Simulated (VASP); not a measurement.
Crystal: GdO.

```xyz
2
Lattice="2.8018 0.0000 0.0000 0.0000 2.8018 0.0000 0.0000 0.0000 2.8018" Properties=species:S:1:pos:R:3 pbc="T T T"
Gd    0.0000    0.0000    0.0000
O     1.4009    1.4009    1.4009
```

Base run:

```yaml
Program: VASP 6.6.1
Functional: r2SCAN
Potentials_or_basis: VASP PAW PBE potentials, release 64 (Gd, O)
Cutoff: 520 eV
k_mesh: 9 × 9 × 9
Occupations: fermi-dirac, width 0.05 eV
Spin: collinear spin, ferromagnetic start
Starting_moments: "[7.0, 0.0] μB"
```

Its results: pressure 49.5 GPa; net moment 7.47 μB per cell; site moments Gd +7.05; O -0.01 μB.

Task: The run is repeated on the same cell with these changes: hubbard terms from none to Gd f U = 1.0 eV. What comes out?

Result: Pressure 50.9 GPa; net moment 7.55 μB per cell; site moments Gd +7.12; O -0.02 μB.

Caveats: the PAW data sets were made with another functional, which shifts forces and pressure a little; a cell with one magnetic atom can't hold antiferromagnetic order, which such compounds often take.
